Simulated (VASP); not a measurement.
Input of a VASP 6.6.1 run:

INCAR

```
PREC = Accurate ; ENCUT = 600
EDIFF = 1E-7 ; ISMEAR = 0
SIGMA = 0.1 ; LREAL = False
LASPH = True ; NELM = 100
ALGO = Fast ; ISIF = 3
LWAVE = False ; LCHARG = False
GGA = PE ; IBRION = 2
NSW = 90 ; EDIFFG = -0.04
```

Contents of KPOINTS:

```
Automatic mesh
0
Gamma
  4 4 4
```

Contents of POSCAR:

```
Zn3GeN
1.0
    4.4045886200      0.0000000000      0.0000000000
    0.0000000000      4.4045886200      0.0000000000
    0.0000000000      0.0000000000      4.4045886200
Zn Ge N
3 1 1
Direct
    0.5000000000      0.5000000000      0.0000000000
    0.5000000000      0.0000000000      0.5000000000
    0.0000000000      0.5000000000      0.5000000000
    0.0000000000      0.0000000000      0.0000000000
    0.5000000000      0.5000000000      0.5000000000
```

Potentials or basis: VASP PAW PBE potentials, release 64 (Zn, Ge_d, N).

Launch:

```sh
$ cat potpaw_PBE.64/Zn/POTCAR potpaw_PBE.64/Ge_d/POTCAR potpaw_PBE.64/N/POTCAR > POTCAR
$ mpirun -np 1 vasp_std > vasp.out
```

(1) Predict the relaxed cell.

(2) What does it give for the space group after relaxing (to 0.1 Å)?

(3) Estimate the relaxed volume.

(4) Estimate the band gap on the k mesh.

Results:

(1) a = 4.200 Å, b = 4.200 Å, c = 4.200 Å, α = 90.00°, β = 90.00°, γ = 90.00°.

(2) Pm-3m (No. 221).

(3) 14.82 Å³/atom.

(4) zero (an odd number of electrons rules out a gap without spin polarisation).
